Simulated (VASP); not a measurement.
# AlN (I-4m2) in VASP: a series of runs

AlN is run at these levels: r2SCAN; tasks: single point.

All numbers are computed with VASP 6.6.1; they aren't measurements. Logs are shortened: lines on timing, memory, paths and dates and some standing lists are left out, and cuts for length are marked.

**1. The cell of the first run**

It takes space group I-4m2 (No. 119, tetragonal). The conventional cell has a = 3.090 Å, b = 3.090 Å, c = 4.349 Å, α = 90.00°, β = 90.00°, γ = 90.00°. Al (site symmetry -4m2) has 4 N at 1.89 Å within 2.5 Å. N (site symmetry -4m2) has 4 Al at 1.89 Å within 2.5 Å.

**2. Single point, r2SCAN (uniaxial x strain -0.5%)**

POSCAR reads:

```
AlN
1.0
    0.0000000000      2.1848764127      2.1848764127
    2.1746074935      0.0000000000      2.1848764127
    2.1746074935      2.1848764127      0.0000000000
Al N
1 1
Direct
    0.0000000000      0.0000000000      0.0000000000
    0.2500000000      0.2500000000      0.2500000000
```

INCAR.step1 reads:

```
SYSTEM = AlN
PREC     = Accurate       ! precision mode
ENCUT    = 520            ! plane-wave cutoff, eV
ISMEAR   = 0              ! smearing method
SIGMA    = 0.01           ! smearing width, eV
LREAL    = .False.        ! projectors in reciprocal space
LASPH    = .True.         ! aspherical terms in the spheres
NELM     = 100            ! most SCF steps
NBANDS   = 11             ! bands
GGA      = PE             ! functional
ALGO     = Normal         ! electronic algorithm
EDIFF    = 1E-4           ! SCF threshold, eV
LWAVE    = .True.         ! write WAVECAR
LCHARG   = .False.        ! write CHGCAR
```

INCAR.step2 reads:

```
SYSTEM = AlN
PREC     = Accurate       ! precision mode
ENCUT    = 520            ! plane-wave cutoff, eV
EDIFF    = 1E-6           ! SCF threshold, eV
ISMEAR   = 0              ! smearing method
SIGMA    = 0.01           ! smearing width, eV
LREAL    = .False.        ! projectors in reciprocal space
LASPH    = .True.         ! aspherical terms in the spheres
NELM     = 100            ! most SCF steps
ALGO     = Normal         ! electronic algorithm
ISIF     = 2              ! what is computed and relaxed
LWAVE    = .False.        ! write WAVECAR
LCHARG   = .True.         ! write CHGCAR
METAGGA  = R2SCAN         ! meta-GGA
LMIXTAU  = .True.       
LELF     = .True.         ! ELF
LVHAR    = .True.       
NBANDS   = 11             ! bands
ISTART   = 1
```

KPOINTS reads:

```
Automatic mesh
0
Gamma
  10 10 10
  0 0 0
```

Potentials or basis: VASP PAW PBE potentials, release 64 (Al, N).

Run with:

```sh
$ cat potpaw_PBE.64/Al/POTCAR potpaw_PBE.64/N/POTCAR > POTCAR
$ cp INCAR.step1 INCAR
$ mpirun -np 1 vasp_std > vasp.out
$ cp INCAR.step2 INCAR
$ mpirun -np 1 vasp_std > vasp.out
```

OUTCAR:

```text
SYSTEM = AlN
   PREC = Accurate
   ENCUT = 520
   EDIFF = 1E-6
   ISMEAR = 0
   LREAL = .False.
   LASPH = .True.
   NELM = 100
   ISIF = 2
   METAGGA = R2SCAN
   ISTART = 1

 ion  position               nearest neighbor table
   1  0.000  0.000  0.000-   2 1.89   2 1.89   2 1.89   2 1.89
   2  0.250  0.250  0.250-   1 1.89   1 1.89   1 1.89   1 1.89

  LATTYP: Found a body centered tetragonal cell.
 ALAT       =     3.0898818549
 C/A-ratio  =     1.4075667586

  Lattice vectors:

 A1 = (  -2.1746074935,   0.0000000000,  -2.1848764127)
 A2 = (  -2.1746074935,   0.0000000000,   2.1848764127)
 A3 = (   2.1746074935,   2.1848764127,   0.0000000000)

Analysis of symmetry for initial positions (statically):
=====================================================================
 Subroutine PRICEL returns:
 Original cell was already a primitive cell.

 Routine SETGRP: Setting up the symmetry group for a
 body centered tetragonal supercell.

 Subroutine GETGRP returns: Found  8 space group operations
 (whereof  8 operations were pure point group operations)
 out of a pool of 16 trial point group operations.

The static configuration has the point symmetry D_2d.

Analysis of symmetry for dynamics (positions and initial velocities):
=====================================================================
 Subroutine PRICEL returns:
 Original cell was already a primitive cell.

 Routine SETGRP: Setting up the symmetry group for a
 body centered tetragonal supercell.

 Subroutine GETGRP returns: Found  8 space group operations
 (whereof  8 operations were pure point group operations)
 out of a pool of 16 trial point group operations.

The dynamic configuration has the point symmetry D_2d.

 Subroutine INISYM returns: Found  8 space group operations
 (whereof  8 operations are pure point group operations),
 and found     1 'primitive' translations

----------------------------------------------------------------------------------------

                                     Primitive cell

  volume of cell :      20.7618

  direct lattice vectors                    reciprocal lattice vectors
     0.000000000  2.184876413  2.184876413    -0.229926551  0.228845896  0.228845896
     2.174607493  0.000000000  2.184876413     0.229926551 -0.228845896  0.228845896
     2.174607493  2.184876413  0.000000000     0.229926551  0.228845896 -0.228845896

  length of vectors
     3.089881855  3.082629185  3.082629185     0.396997616  0.396997616  0.396997616

  position of ions in fractional coordinates (direct lattice)
     0.000000000  0.000000000  0.000000000
     0.250000000  0.250000000  0.250000000

  ion indices of the primitive-cell ions
   primitive index   ion index
                 1           1
                 2           2

----------------------------------------------------------------------------------------

 KPOINTS: Automatic mesh

Automatic generation of k-mesh.
 Grid dimensions read from file:
 generate k-points for:   10   10   10

 Generating k-lattice:

  Cartesian coordinates                     Fractional coordinates (reciprocal lattice)
    -0.022992655  0.022884590  0.022884590     0.100000000  0.000000000  0.000000000
     0.022992655 -0.022884590  0.022884590     0.000000000  0.100000000 -0.000000000
     0.022992655  0.022884590 -0.022884590     0.000000000 -0.000000000  0.100000000

  Length of vectors
     0.039699762  0.039699762  0.039699762

  Shift w.r.t. Gamma in fractional coordinates (k-lattice)
     0.000000000  0.000000000  0.000000000

 Subroutine IBZKPT returns following result:
 ===========================================

 Found    102 irreducible k-points:

 Following reciprocal coordinates:
            Coordinates               Weight
  0.000000  0.000000  0.000000      1.000000
  0.100000 -0.000000 -0.000000      8.000000
  0.200000 -0.000000 -0.000000      8.000000
  0.300000 -0.000000 -0.000000      8.000000
  0.400000  0.000000  0.000000      8.000000
  0.500000 -0.000000 -0.000000      4.000000
[... 16 lines left out ...]
  0.300000  0.300000  0.000000      4.000000
  0.400000  0.300000  0.000000     16.000000
 [... further k-points ...]
   k-points           NKPTS =    102   k-points in BZ     NKDIM =    102   number of bands    NBANDS=     11
   number of dos      NEDOS =    301   number of ions     NIONS =      2
   total plane-waves  NPLWV =  13824
   dimension x,y,z NGX =    24 NGY =   24 NGZ =   24
   dimension x,y,z NGXF=    48 NGYF=   48 NGZF=   48
   ions per type =               1   1
   NGX,Y,Z   is equivalent  to a cutoff of  12.91, 12.94, 12.94 a.u.
   NGXF,Y,Z  is equivalent  to a cutoff of  25.83, 25.89, 25.89 a.u.
 SYSTEM =  AlN
   PREC   = accura    normal or accurate (medium, high low for compatibility)
   ISTART =      1    job   : 0-new  1-cont  2-samecut
   ICHARG =      0    charge: 1-file 2-atom 10-const
   ISPIN  =      1    spin polarized calculation?
   LNONCOLLINEAR =      F non collinear calculations
   LSORBIT =      F    spin-orbit coupling
   LASPH  =      T    aspherical Exc in radial PAW
   ENCUT  =  520.0 eV  38.22 Ry    6.18 a.u.   5.75  5.73  5.73*2*pi/ulx,y,z
   NELM   =    100;   NELMIN=  2; NELMDL=  0     # of ELM steps
   EDIFF  = 0.1E-05   stopping-criterion for ELM
   LREAL  =      F    real-space projection
   EDIFFG = 0.1E-04   stopping-criterion for IOM
   NSW    =      0    number of steps for IOM
   IBRION =     -1    ionic relax: 0-MD 1-quasi-New 2-CG
   NFREE  =      0    steps in history (QN), initial steepest desc. (CG)
   ISIF   =      2    stress and relaxation
   ISYM   =      2    0-nonsym 1-usesym 2-fastsym
   POTIM  = 0.5000    time-step for ionic-motion
   TEBEG  =    0.0;   TEEND  =   0.0 temperature during run
   PSTRESS=    0.0 pullay stress
   NELECT =       8.0000    total number of electrons
   NUPDOWN=      -1.0000    fix difference up-down
   EMIN   =  10.00;   EMAX   =-10.00  energy-range for DOS
   EFERMI =   0.00;   METHOD = LEGACY
   ISMEAR =     0;   SIGMA  =   0.01  broadening in eV -4-tet -1-fermi 0-gaus
   EFERMI_NEDOS =   21; number of points for ismear=-14 and -15
   IALGO  =     38    algorithm
   IMIX   =      4    mixing-type and parameters
     AMIX     =   0.40;   BMIX     =  1.00
     AMIX_MAG =   1.60;   BMIX_MAG =  1.00
  volume/ion in A,a.u.               =      10.38        70.05
  Fermi-wavevector in a.u.,A,eV,Ry     =   1.191288  2.251207 19.308927  1.419166
  Thomas-Fermi vector in A             =   2.327353
   LORBIT       =      0    0 simple, 1 ext, 2 COOP (PROOUT), +10 PAW based schemes
   METAGGA = R2SCAN    functional components
   LHFCALC =     F    Hartree Fock is set to
   AEXX    =    0.0000 exact exchange contribution
   IVDW    =     0    specifies the selected vdW correction
   LEPSILON=     F    determine dielectric tensor
   LRPA    =     F    only Hartree local field effects (RPA)
 non-spin polarized calculation
 Gauss-broadening in eV      SIGMA  =   0.01
  energy-cutoff  :      520.00
  volume of cell :       20.76
 maximum number of plane-waves:       572
   NGX = 11   NGY = 11   NGZ = 11

 number of electron       8.0000000 magnetization

 Free energy of the ion-electron system (eV)
  ---------------------------------------------------
  ext. energy  EPLUGINS =         0.00000000
  ---------------------------------------------------
  free energy    TOTEN  =       -19.17939891 eV

  energy without entropy =      -19.17939891  energy(sigma->0) =      -19.17939891

 E-fermi :   5.8236     XC(G=0): -11.4343

 val. band max:        5.7390606472   @ k =   0.0000   0.0000   0.0000
 cond. band min:       9.6486381330   @ k =   0.0000   0.5000   0.5000
 fundamental gap:      3.9095774858
 Fermi energy:         5.8236069162

 k-point     1 :       0.0000    0.0000    0.0000
  band No.  band energies     occupation
      1     -10.0363      2.00000
      2       5.7191      2.00000
      3       5.7191      2.00000
      4       5.7391      2.00000
      5      10.6509      0.00000
      6      19.2788      0.00000
      7      19.2854      0.00000
      8      19.2854      0.00000
      9      24.2103      0.00000
     10      24.3665      0.00000
     11      25.9496      0.00000

 k-point     2 :       0.1000   -0.0000   -0.0000
  band No.  band energies     occupation
      1      -9.8890      2.00000
      2       4.9248      2.00000
      3       5.6657      2.00000
      4       5.6820      2.00000
      5      11.3091      0.00000
      6      18.9035      0.00000
      7      19.4217      0.00000
      8      19.4269      0.00000
      9      22.9999      0.00000
     10      23.1168      0.00000
     11      25.2079      0.00000

 k-point     3 :       0.2000   -0.0000   -0.0000
  band No.  band energies     occupation
      1      -9.4714      2.00000
      2       3.2983      2.00000
      3       5.5319      2.00000
      4       5.5555      2.00000
      5      12.4751      0.00000
      6      18.1106      0.00000
      7      19.2847      0.00000
      8      19.3399      0.00000
      9      22.5468      0.00000
     10      22.5883      0.00000
     11      24.3336      0.00000

 k-point     4 :       0.3000   -0.0000   -0.0000
  band No.  band energies     occupation
      1      -8.8700      2.00000
      2       1.6211      2.00000
      3       5.3781      2.00000
      4       5.4100      2.00000
      5      13.3709      0.00000
      6      17.3448      0.00000
      7      18.5255      0.00000
      8      18.6123      0.00000
      9      23.7423      0.00000
     10      23.7600      0.00000
     11      24.1976      0.00000
[... 239 lines left out ...]
 k-point    22 :      -0.2000    0.2000    0.0000
  band No.  band energies     occupation
      1      -8.6703      2.00000
      2       1.9263      2.00000
      3       4.0119      2.00000
      4       5.4801      2.00000
      5      14.1198      0.00000
      6      16.5872      0.00000
      7      18.1283      0.00000
      8      19.1147      0.00000
      9      21.7127      0.00000
     10      25.4723      0.00000
     11      28.2241      0.00000

 k-point    23 :       0.3000    0.3000    0.0000
  band No.  band energies     occupation
      1      -8.4979      2.00000
      2       2.1637      2.00000
      3       4.4706      2.00000
      4       4.4763      2.00000
      5      11.7411      0.00000
      6      16.3639      0.00000
      7      18.5991      0.00000
      8      21.3354      0.00000
      9      21.4578      0.00000
     10      27.1667      0.00000
     11      30.8944      0.00000

 k-point    24 :       0.4000    0.3000    0.0000
  band No.  band energies     occupation
      1      -8.0438      2.00000
      2       1.5186      2.00000
      3       4.0095      2.00000
      4       4.3076      2.00000
      5      11.3091      0.00000
      6      16.1931      0.00000
      7      19.0452      0.00000
      8      21.4605      0.00000
      9      22.0428      0.00000
     10      28.2332      0.00000
     11      30.6561      0.00000

 [... further k-points ...]
[... 5 lines left out ...]
  --------------------------------------------------------------------------------------
  -------------------------------------------------------------------------------------
  Total        0.1381200      0.0504054      0.0504054      0.0000000      0.0000000      0.0000000
  in kB       10.6586606      3.8897651      3.8897651      0.0000000      0.0000000      0.0000000
  external PRESSURE =       6.1460636 kB  Pullay stress =       0.0000000 kB

 VOLUME and BASIS-vectors are now :
 -----------------------------------------------------------------------------
  energy-cutoff  :      520.00
  volume of cell :       20.76
      direct lattice vectors                 reciprocal lattice vectors
     0.000000000  2.184876413  2.184876413    -0.229926551  0.228845896  0.228845896
     2.174607493  0.000000000  2.184876413     0.229926551 -0.228845896  0.228845896
     2.174607493  2.184876413  0.000000000     0.229926551  0.228845896 -0.228845896

 POSITION                                       TOTAL-FORCE (eV/Angst)
 -----------------------------------------------------------------------------------
      0.00000      0.00000      0.00000        -0.000000     -0.000000      0.000000
      1.08730      1.09244      1.09244         0.000000      0.000000     -0.000000
 -----------------------------------------------------------------------------------
    total drift:                               -0.000000     -0.000001     -0.000001

  FREE ENERGIE OF THE ION-ELECTRON SYSTEM (eV)
  ---------------------------------------------------
  free  energy   TOTEN  =       -19.1793989088 eV

  energy  without entropy=      -19.1793989088  energy(sigma->0) =      -19.17939891
```

Wall time 37 s (1 thread of Intel Xeon Platinum 8488C (Sapphire Rapids), shared host); peak memory 0.15 GiB.

Results:

* Free energy: -19.1794 eV
* Pressure: 0.6 GPa
* Band gap on the k mesh: 3.91 eV, indirect (least direct gap 4.91 eV)

Stress tensor (GPa, compression positive):
```
1.07 0.00 0.00
0.00 0.39 0.00
0.00 0.00 0.39
```

Caveat: the cell differs from its parent crystal (uniaxial x strain -0.5%); the PAW data sets were made with another functional, which shifts forces and pressure a little. A k mesh can miss the band edges.

**3. Single point, r2SCAN (biaxial xy strain +3.9%)**

POSCAR reads:

```
AlN
1.0
    0.0000000000      2.2700865928      2.1848764127
    2.2700865928      0.0000000000      2.1848764127
    2.2700865928      2.2700865928      0.0000000000
Al N
1 1
Direct
    0.0000000000      0.0000000000      0.0000000000
    0.2500000000      0.2500000000      0.2500000000
```

INCAR.step1 reads:

```
SYSTEM = AlN
PREC = Accurate ; ENCUT = 520
ISMEAR = 0 ; SIGMA = 0.01
LREAL = .False. ; LASPH = .True.
NELM = 60 ; NBANDS = 11
GGA = PE ; ALGO = Normal
EDIFF = 1E-4 ; LWAVE = .True.
LCHARG = .False.
```

INCAR.step2 reads:

```
SYSTEM = AlN
PREC = Accurate ; ENCUT = 520
EDIFF = 1E-7 ; ISMEAR = 0
SIGMA = 0.01 ; LREAL = .False.
LASPH = .True. ; NELM = 60
ALGO = Normal ; ISIF = 2
LWAVE = .False. ; LCHARG = .True.
METAGGA = R2SCAN ; LMIXTAU = .True.
LELF = .True. ; LVHAR = .True.
NBANDS = 11 ; ISTART = 1
```

KPOINTS reads:

```
regular mesh
0
Gamma
  10 10 10
  0 0 0
```

Potentials or basis: VASP PAW PBE potentials, release 64 (Al, N).

Run with:

```sh
$ cat potpaw_PBE.64/Al/POTCAR potpaw_PBE.64/N/POTCAR > POTCAR
$ cp INCAR.step1 INCAR
$ mpirun -np 1 vasp_std > vasp.out
$ cp INCAR.step2 INCAR
$ mpirun -np 1 vasp_std > vasp.out
```

Run time: 51 s. Hardware: 1 thread of Intel Xeon Platinum 8488C (Sapphire Rapids), shared host; peak memory 0.15 GiB.

It converged, with:

| Item | Value |
| --- | --- |
| Free energy | -19.0909 eV |
| Pressure | -14.4 GPa |
| Band gap on the k mesh | 3.67 eV, indirect (least direct gap 4.08 eV) |

Stress tensor (GPa, compression positive):
```
-16.11   0.00   0.00
  0.00 -16.11   0.00
  0.00   0.00 -10.86
```

Levels at points of the mesh, in eV from the valence-band top:
| k point | band 1 | band 2 | band 3 | band 4 | band 5 | band 6 | band 7 | band 8 |
| --- | --- | --- | --- | --- | --- | --- | --- | --- |
| (0.00, 0.00, 0.00) | -15.41 | -0.15 | -0.15 | 0.00 | 4.08 | 12.60 | 12.66 | 12.66 |
| (0.50, 0.00, 0.00) | -13.61 | -5.68 | -0.73 | -0.43 | 7.33 | 10.17 | 11.01 | 11.75 |
| (0.50, 0.50, 0.00) | -12.96 | -4.58 | -2.02 | -2.02 | 3.67 | 8.47 | 14.47 | 15.66 |
| (0.50, 0.00, 0.50) | -13.10 | -4.94 | -1.72 | -1.71 | 3.83 | 9.08 | 13.79 | 15.41 |

Caveat: the cell differs from its parent crystal (biaxial xy strain +3.9%); the PAW data sets were made with another functional, which shifts forces and pressure a little.
